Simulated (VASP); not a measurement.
## BN (zincblende type): single point with LDA

The system is BN (zincblende type).

```
CELL_PARAMETERS angstrom
0.00000 1.81235 1.81235
1.81235 0.00000 1.81235
1.81235 1.81235 0.00000
ATOMIC_POSITIONS crystal
B 0.00000 0.00000 0.00000
N 0.25000 0.25000 0.25000
```

| Quantity | Value |
| --- | --- |
| Program | VASP 6.6.1 |
| Task | single point |
| Functional | LDA |
| Potentials or basis | VASP PAW LDA potentials, release 64 (B, N) |
| Cutoff | 600 eV |
| k mesh | 16 × 16 × 16 |
| Occupations | fermi-dirac, width 0.03 eV |
| Spin | no spin polarisation |

The pressure is -13.2 GPa. The band gap on the k mesh is 4.33 eV, indirect (least direct gap 8.65 eV).

Levels at points of the mesh, in eV from the valence-band top:
| k point | band 1 | band 2 | band 3 | band 4 | band 5 | band 6 | band 7 | band 8 |
| --- | --- | --- | --- | --- | --- | --- | --- | --- |
| (0.00, 0.00, 0.00) | -19.98 | 0.00 | 0.00 | 0.00 | 8.65 | 8.65 | 8.65 | 10.31 |
| (0.50, 0.00, 0.00) | -15.73 | -10.64 | -1.93 | -1.93 | 10.10 | 10.52 | 10.52 | 14.93 |
| (0.50, 0.50, 0.00) | -14.37 | -8.83 | -4.89 | -4.89 | 4.33 | 9.10 | 17.58 | 17.58 |

Run time: 20 s on 1 thread of Intel Xeon 8259CL (shared host), peak memory 0.13 GiB.

A k mesh can miss the band edges.
